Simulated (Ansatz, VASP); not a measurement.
**Two plane-wave programs on Li2HfN2**

```
Li Hf N
1.0
     3.49609    0.00000    0.00000
    -1.74805    3.02770    0.00000
     0.00000    0.00000    4.98971
Li Hf N
2 1 2
Direct
  0.66667 0.33333 0.38279
  0.33333 0.66667 0.61721
  0.00000 0.00000 0.00000
  0.66667 0.33333 0.77938
  0.33333 0.66667 0.22062
```

Change from the starting cell: strain +0.080 along x and y, -0.080 along z, atoms carried along.

Alike in both runs: task single point; functional LDA; k mesh 9 × 9 × 6; occupations gaussian, width 0.05 eV; no spin polarisation.

|  | VASP | Ansatz |
| --- | --- | --- |
| version | VASP 6.6.1 | Ansatz 0.2.0 |
| potentials or method | VASP PAW LDA potentials, release 64 (Li_sv, Hf_pv, N), cutoff 750 eV | scalar-relativistic, plane waves, PAW |
| valence electrons in the cell | 26 | 42 |

Ansatz gave:

| Property | Result |
| --- | --- |
| gap on the k mesh at the Fermi level (eV) | 2.04 |
| least direct gap on the mesh (eV) | 2.58 |
| pressure (GPa) | -18.3 |
| traceless stress, the component that is largest in VASP (GPa) | 21.17 |
| rms of the force components (eV/Å) | 0.176 |

Question: What did VASP give for the same quantities?

Answer: gap on the k mesh at the Fermi level (eV): 2.06; least direct gap on the mesh (eV): 2.58; pressure (GPa): -19.2; traceless stress, the component that is largest in VASP (GPa): 21.38; rms of the force components (eV/Å): 0.200.

LDA's correlation is that of Perdew and Zunger in VASP and of Perdew and Wang (1992) in Ansatz. Atom by atom the forces differ by 0.025 eV/Å (rms over components). VASP's potentials hold 26 valence electrons a cell and Ansatz's 42, so a difference there can come from the potentials and not from the codes.

Neither program's run includes spin-orbit coupling.
